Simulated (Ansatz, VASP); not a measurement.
# Two plane-wave programs on NiGe

```xyz
8
Lattice="5.3931 0.0000 0.0000 0.0000 3.4833 0.0000 0.0000 0.0000 5.8461" Properties=species:S:1:pos:R:3 pbc="T T T"
Ni    5.3625    2.6124    1.1142
Ni    0.0306    0.8708    4.7319
Ni    2.7272    0.8708    4.0373
Ni    2.6659    2.6124    1.8088
Ge    4.3683    2.6124    3.4345
Ge    1.0249    0.8708    2.4116
Ge    3.7214    0.8708    0.5115
Ge    1.6717    2.6124    5.3347
```

Alike in both runs: functional PBE; k mesh 8 × 12 × 8; occupations gaussian, width 0.1 eV; no spin polarisation.

Ansatz relaxed the structure, and its values are those at the end. VASP's run is a single point on that final structure, the one shown.

|  | VASP | Ansatz |
| --- | --- | --- |
| version | VASP 6.6.1 | Ansatz 0.2.0 |
| potentials or method | VASP PAW PBE potentials, release 64 (Ni, Ge_d), cutoff 520 eV | scalar-relativistic, plane waves, PAW |
| valence electrons in the cell | 96 | 128 |

|  | VASP | Ansatz | Ansatz less VASP |
| --- | --- | --- | --- |
| gap on the k mesh at the Fermi level (eV) | none | none | - |
| pressure (GPa) | 0.2 | 0.0 | -0.22 |
| rms of the force components (eV/Å) | 0.003 | 0.001 | -0.0026 |

A gap of «none» marks a metal or a gap that the smearing closes. VASP's potentials hold 96 valence electrons a cell and Ansatz's 128, so a difference there can come from the potentials and not from the codes.
